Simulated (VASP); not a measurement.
A run of VASP 6.6.1:

POSCAR

```
Hf
1.0
    5.0195555627      0.0000000000      0.0000000000
   -2.5097777813      4.3470626330      0.0000000000
    0.0000000000      0.0000000000      3.0769875599
Hf
3
Direct
    0.0000000000      0.0000000000      0.0000000000
    0.3333333333      0.6666666667      0.5000000000
    0.6666666667      0.3333333333      0.5000000000
```

The input INCAR.step1:

```
SYSTEM = Hf
PREC     = Accurate       ! precision mode
ENCUT    = 600            ! plane-wave cutoff, eV
ISMEAR   = -1             ! smearing method
SIGMA    = 0.1            ! smearing width, eV
LREAL    = .FALSE.        ! projectors in reciprocal space
LASPH    = .TRUE.         ! aspherical terms in the spheres
NELM     = 60             ! most SCF steps
GGA      = PE             ! functional
ALGO     = Normal         ! electronic algorithm
EDIFF    = 1E-4           ! SCF threshold, eV
LWAVE    = .TRUE.         ! write WAVECAR
LCHARG   = .FALSE.        ! write CHGCAR
```

The input INCAR.step2:

```
SYSTEM = Hf
PREC     = Accurate       ! precision mode
ENCUT    = 600            ! plane-wave cutoff, eV
EDIFF    = 1E-6           ! SCF threshold, eV
ISMEAR   = -1             ! smearing method
SIGMA    = 0.1            ! smearing width, eV
LREAL    = .FALSE.        ! projectors in reciprocal space
LASPH    = .TRUE.         ! aspherical terms in the spheres
NELM     = 60             ! most SCF steps
ALGO     = Normal         ! electronic algorithm
ISIF     = 3              ! what is computed and relaxed
LWAVE    = .FALSE.        ! write WAVECAR
LCHARG   = .FALSE.        ! write CHGCAR
METAGGA  = R2SCAN         ! meta-GGA
LMIXTAU  = .TRUE.       
IBRION   = 2              ! ionic algorithm
NSW      = 80             ! ionic steps
EDIFFG   = -0.01          ! ionic threshold
ISTART   = 1
```

The input KPOINTS:

```
regular mesh
0
G
  7 7 10
  0 0 0
```

Potentials or basis: VASP PAW PBE potentials, release 64 (Hf_pv).

Launch:

```console
$ cat potpaw_PBE.64/Hf_pv/POTCAR > POTCAR
$ cp INCAR.step1 INCAR
$ mpirun -np 1 vasp_std > vasp.out
$ cp INCAR.step2 INCAR
$ mpirun -np 1 vasp_std > vasp.out
```

Hardware: 1 thread of Intel(R) Xeon(R) 6975P-C (Granite Rapids), with other jobs on the host.

Problem. How long does it take, and how much memory?

Solution. Run time: 8 min on 1 thread of Intel(R) Xeon(R) 6975P-C (Granite Rapids), with other jobs on the host, peak memory 0.26 GiB. Counts: k points 48, ion steps 5.
